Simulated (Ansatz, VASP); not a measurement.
## Cd2HgS3: VASP beside Ansatz

INCAR

```
  PREC = Accurate
  ENCUT = 600
  EDIFF = 1E-6
  ISMEAR = 0
  SIGMA = 0.1
  LREAL = False
  LASPH = True
  NELM = 100
  ALGO = Normal
  ISIF = 3
  LWAVE = False
  LCHARG = False
  GGA = PE
  IBRION = 2
  NSW = 90
  EDIFFG = -0.04
```

Contents of KPOINTS:

```
regular mesh
0
Gamma
  6 6 2
```

The input POSCAR:

```
Cd2HgS3
1.0
    4.0967736500      0.0000000000      0.0000000000
   -2.0483868300      3.5479100600      0.0000000000
    0.0000000000      0.0000000000     10.0350050400
Cd Hg S
2 1 3
Direct
    0.0000000000      0.0000000000      0.0000000000
    0.6666666700      0.3333333300      0.3333333300
    0.3333333300      0.6666666700      0.6666666700
    0.0000000000      0.0000000000      0.7500000000
    0.3333333300      0.6666666700      0.4166666700
    0.6666666700      0.3333333300      0.0833333300
```

Input for Ansatz:

```yaml
crystal:
  lattice:
    - [4.09677365, 0.0, 0.0]
    - [-2.04838683, 3.54791006, 0.0]
    - [0.0, 0.0, 10.03500504]
  atoms:
    - { symbol: Cd, position: [0.0, 0.0, 0.0] }
    - { symbol: Cd, position: [0.66666667, 0.33333333, 0.33333333] }
    - { symbol: Hg, position: [0.33333333, 0.66666667, 0.66666667] }
    - { symbol: S, position: [0.0, 0.0, 0.75] }
    - { symbol: S, position: [0.33333333, 0.66666667, 0.41666667] }
    - { symbol: S, position: [0.66666667, 0.33333333, 0.08333333] }
basis:
  ecutwfc: 420
kpoints:
  mp_grid: { grid: [6, 6, 2] }
hamiltonian:
  xc: pbe
scf:
  occupations: { method: gaussian, width: 0.1 }
  lower_state_search: "off"
output:
  forces: true
  stress: true
  eigenvalues: true
relax:
  adjacent_minimum: "off"
  f_tol: 0.04
  max_steps: 70
  cell: { stress_tol: 0.4 }
```

Alike in both runs: task relaxation of cell and atoms; functional PBE; k mesh 6 × 6 × 2; occupations gaussian, width 0.1 eV; no spin polarisation.

```csv
,VASP,Ansatz
version,VASP 6.6.1,Ansatz 0.2.0
potentials or method,"VASP PAW PBE potentials, release 64 (Cd, Hg, S), cutoff 600 eV","scalar-relativistic, plane waves, PAW"
valence electrons in the cell,54,78
```

```tsv
	VASP	Ansatz	Ansatz less VASP
gap on the k mesh at the Fermi level, each at its own relaxed structure (eV)	0.35	0.36	+0.007
relaxed volume (Å³/atom)	26.41	26.31	-0.106
relaxed cell length with the largest relative difference (Å)	10.305	10.290	-0.0149
```

VASP's potentials hold 54 valence electrons a cell and Ansatz's 78, so a difference there can come from the potentials and not from the codes.

Spin-orbit coupling is off throughout.
